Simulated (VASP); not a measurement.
A run of VASP 6.6.1:

File INCAR:

```
PREC = Accurate
ENCUT = 520
EDIFF = 1E-7
ISMEAR = -1
SIGMA = 0.1
LREAL = F
LASPH = T
NELM = 80
ALGO = Normal
ISIF = 2
LWAVE = F
LCHARG = T
GGA = PE
LELF = T
LVHAR = T
NBANDS = 28
```

File KPOINTS:

```
regular mesh
0
Gamma
  10 10 13
```

The input POSCAR:

```
Mo
1.0
    0.0000000000      3.1608399145     -3.1608399145
   -3.1608399145      0.0000000000      3.1608399145
    1.5804199573      1.5804199573      1.5804199573
Mo
3
Direct
    0.0000000000      0.0000000000      0.0000000000
    0.3333333330      0.6666666670      0.3333333330
    0.6666666670      0.3333333330      0.6666666670
```

Potentials or basis: VASP PAW PBE potentials, release 64 (Mo_sv).

Launch:

```bash
$ cat potpaw_PBE.64/Mo_sv/POTCAR > POTCAR
$ mpirun -np 1 vasp_std > vasp.out
```

Hardware: 1 thread of Intel Xeon 8259CL, on a shared host.

**Question.** How long does it take, and how much memory?

**Answer.** Run time: 3 min on 1 thread of Intel Xeon 8259CL, on a shared host, peak memory 0.27 GiB. Counts: scf iterations 13, k points 146.
